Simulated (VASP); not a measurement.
Runs of VASP 6.6.1 on ScRe3. The structure is that of space group I4/mmm (No. 139), or close to it. The cells are those of the table. 

```tsv
task	cell	k mesh	cutoff (eV)	gap on the mesh (eV)	pressure (GPa)
single point	a = 5.060 Å, angles 135.6, 135.6, 64.7°, 4 atoms	6 × 6 × 6	520	none	(a)
relaxation of cell and atoms	relaxed from a = 5.060 Å, angles 135.6, 135.6, 64.7°, 4 atoms	6 × 6 × 6	600	none	0.0
single point	a = 5.092 Å, angles 135.4, 135.4, 64.9°, 4 atoms	6 × 6 × 6	520	none	-0.2
single point	a = 5.035 Å, angles 134.4, 134.4, 66.4°, 4 atoms	16 × 16 × 16	520	none	-0.1
```

Alike in all rows: level PBE; potentials or basis VASP PAW PBE potentials, release 64 (Sc_sv, Re); no spin polarisation; smearing gaussian 0.1 eV.

Estimate the missing entries.

(a) 5.8.

Caveats: spin-orbit coupling is left out, which moves the levels of the heavy elements; the cell stands under pressure (at least some runs).

A k mesh can miss the band edges, and the runs leave out spin-orbit coupling on Re.

A gap of «none» marks levels without a gap at the run's occupations.
